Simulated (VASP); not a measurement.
Input of a VASP 6.6.1 run:

POSCAR

```
HfN
1.0
    0.0000000000      2.2736368123      2.2736368123
    2.2736368123      0.0000000000      2.2736368123
    2.2736368123      2.2736368123      0.0000000000
Hf N
1 1
Direct
    0.5000000000      0.5000000000      0.5000000000
    0.0000000000      0.0000000000      0.0000000000
```

The input INCAR.step1:

```
SYSTEM = HfN
ALGO = Normal ; EDIFF = 1E-4
ENCUT = 520 ; GGA = PE
ISMEAR = 0 ; LASPH = .True.
LCHARG = .False. ; LREAL = .False.
LWAVE = .True. ; NBANDS = 14
NELM = 100 ; PREC = Accurate
SIGMA = 0.05
```

File INCAR.step2:

```
SYSTEM = HfN
ALGO = Normal ; EDIFF = 1E-7
ENCUT = 520 ; ISIF = 2
ISMEAR = 0 ; ISTART = 1
IVDW = 12 ; LASPH = .True.
LCHARG = .False. ; LMIXTAU = .True.
LREAL = .False. ; LWAVE = .False.
METAGGA = R2SCAN ; NBANDS = 14
NELM = 100 ; PREC = Accurate
SIGMA = 0.05 ; VDW_A1 = 0.49484001
VDW_A2 = 5.73083694 ; VDW_S6 = 1.0
VDW_S8 = 0.78981345
```

Contents of KPOINTS:

```
k-points
0
Gamma
  10 10 10
  0 0 0
```

Potentials or basis: VASP PAW PBE potentials, release 64 (Hf_pv, N).

Launch:

```console
$ cat potpaw_PBE.64/Hf_pv/POTCAR potpaw_PBE.64/N/POTCAR > POTCAR
$ cp INCAR.step1 INCAR
$ mpirun -np 1 vasp_std > vasp.out
$ cp INCAR.step2 INCAR
$ mpirun -np 1 vasp_std > vasp.out
```

**Question.** Predict the dispersion energy per atom.

**Answer.** -0.179 eV.

**Question.** What does it give for the band gap on the k mesh?

**Answer.** Zero (an odd number of electrons rules out a gap without spin polarisation).

**Question.** Estimate the pressure.

**Answer.** -9.0 GPa.

Caveat: three body term missing; the cell stands under tension; the PAW data sets were made with another functional, which shifts forces and pressure a little; spin-orbit coupling is left out, which moves the levels of the heavy elements.
